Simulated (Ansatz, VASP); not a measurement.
# One calculation of AgCl, two programs

Contents of INCAR:

```
  PREC = Accurate
  ENCUT = 520
  EDIFF = 1E-7
  ISMEAR = 0
  SIGMA = 0.02
  LREAL = False
  LASPH = True
  NELM = 80
  ALGO = Normal
  ISIF = 2
  LWAVE = False
  LCHARG = False
  GGA = PE
  NBANDS = 26
```

The input KPOINTS:

```
Automatic mesh
0
Gamma
  8 8 6
```

The input POSCAR:

```
AgCl
1.0
    3.9268790000      0.0000000000      0.0000000000
    0.0000000000      4.0030470000      0.0000000000
   -0.5491550000      0.0000000000      5.5724250000
Ag Cl
2 2
Direct
    0.1840190000      0.2500000000      0.2180810000
    0.8159810000      0.7500000000      0.7819190000
    0.7133045829      0.7500000000      0.3029413940
    0.2923420000      0.2500000000      0.7374360000
```

Input for Ansatz:

```yaml
crystal:
  lattice:
    - [3.926879, 0.0, 0.0]
    - [0.0, 4.003047, 0.0]
    - [-0.549155, 0.0, 5.572425]
  atoms:
    - { symbol: Ag, position: [0.184019, 0.25, 0.218081] }
    - { symbol: Ag, position: [0.815981, 0.75, 0.781919] }
    - { symbol: Cl, position: [0.7133045829, 0.75, 0.302941394] }
    - { symbol: Cl, position: [0.292342, 0.25, 0.737436] }
basis:
  ecutwfc: 420
kpoints:
  mp_grid: { grid: [8, 8, 6] }
hamiltonian:
  xc: pbe
scf:
  occupations: { method: gaussian, width: 0.02 }
output:
  forces: true
  stress: true
  eigenvalues: true
```

Change from the starting cell: one atom moved.

Alike in both runs: task single point; functional PBE; k mesh 8 × 8 × 6; occupations gaussian, width 0.02 eV; no spin polarisation.

|  | VASP | Ansatz |
| --- | --- | --- |
| version | VASP 6.6.1 | Ansatz 0.2.0 |
| potentials or method | VASP PAW PBE potentials, release 64 (Ag, Cl), cutoff 520 eV | scalar-relativistic, plane waves, PAW |
| valence electrons in the cell | 36 | 52 |

|  | VASP | Ansatz | Ansatz less VASP |
| --- | --- | --- | --- |
| gap on the k mesh at the Fermi level (eV) | 0.80 | 0.80 | +0.001 |
| least direct gap on the mesh (eV) | 2.25 | 2.25 | +0.001 |
| pressure (GPa) | -0.4 | -0.3 | +0.13 |
| traceless stress, the component that is largest in VASP (GPa) | 0.17 | 0.16 | -0.012 |
| rms of the force components (eV/Å) | 0.182 | 0.181 | -0.0007 |

Atom by atom the forces differ by 0.002 eV/Å (rms over components). VASP's potentials hold 36 valence electrons a cell and Ansatz's 52, so a difference there can come from the potentials and not from the codes.
